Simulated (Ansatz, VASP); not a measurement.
**BP: VASP beside Ansatz**

File INCAR:

```
SYSTEM = BP
PREC = Accurate
ENCUT = 520
EDIFF = 1E-6
ISMEAR = -1
SIGMA = 0.02
LREAL = .False.
LASPH = .True.
NELM = 80
ALGO = Normal
ISIF = 2
LWAVE = .False.
LCHARG = .False.
GGA = PE
NBANDS = 11
```

The input KPOINTS:

```
Automatic mesh
0
Gamma
  10 10 10
  0 0 0
```

Contents of POSCAR:

```
BP
1.0
    0.0000000000      2.2683156724      2.3699362145
    2.2683156724      0.0000000000      2.3699362145
    2.2683156724      2.2683156724      0.0000000000
B P
1 1
Direct
    0.0000000000      0.0000000000      0.0000000000
    0.2500000000      0.2500000000      0.2500000000
```

Input for Ansatz:

```yaml
crystal:
  lattice:
    - [0.0, 2.2683156724, 2.3699362145]
    - [2.2683156724, 0.0, 2.3699362145]
    - [2.2683156724, 2.2683156724, 0.0]
  atoms:
    - { symbol: B, position: [0.0, 0.0, 0.0] }
    - { symbol: P, position: [0.25, 0.25, 0.25] }
kpoints:
  mp_grid: { grid: [10, 10, 10] }
  band_path:
    path:
      - [0.0, 0.0, 0.0]
      - [-0.5, -0.5, 0.0]
      - [-0.375, -0.375, 0.25]
      - [-0.375, 0.0, 0.375]
      - [0.0, 0.0, 0.5]
      - [-0.5, -0.25, 0.25]
      - [0.0, 0.4, 0.4]
    npoints: 1
hamiltonian:
  xc: pbe
scf:
  occupations: { method: fermi_dirac, width: 0.02 }
  n_extra_bands: 4
output:
  forces: true
  stress: true
  eigenvalues: true
  write_density: true
  write_potential: true
  elf: true
  volumetric_format: npy
```

Change from the starting cell: uniaxial_z strain +4.5%.

Alike in both runs: task single point; functional PBE; k mesh 10 × 10 × 10; occupations fermi-dirac, width 0.02 eV; no spin polarisation.

|  | VASP | Ansatz |
| --- | --- | --- |
| version | VASP 6.6.1 | Ansatz 0.2.0 |
| potentials or method | VASP PAW PBE potentials, release 64 (B, P) | plane waves, PAW |
| plane-wave cutoff (eV) | 520 | 420 |
| valence electrons in the cell | 8 | 8 |

|  | VASP | Ansatz | Ansatz less VASP |
| --- | --- | --- | --- |
| gap on the k mesh at the Fermi level (eV) | 0.97 | 0.98 | +0.004 |
| pressure (GPa) | -5.7 | -5.5 | +0.20 |
| traceless stress, the component that is largest in VASP (GPa) | -7.98 | -7.97 | +0.011 |
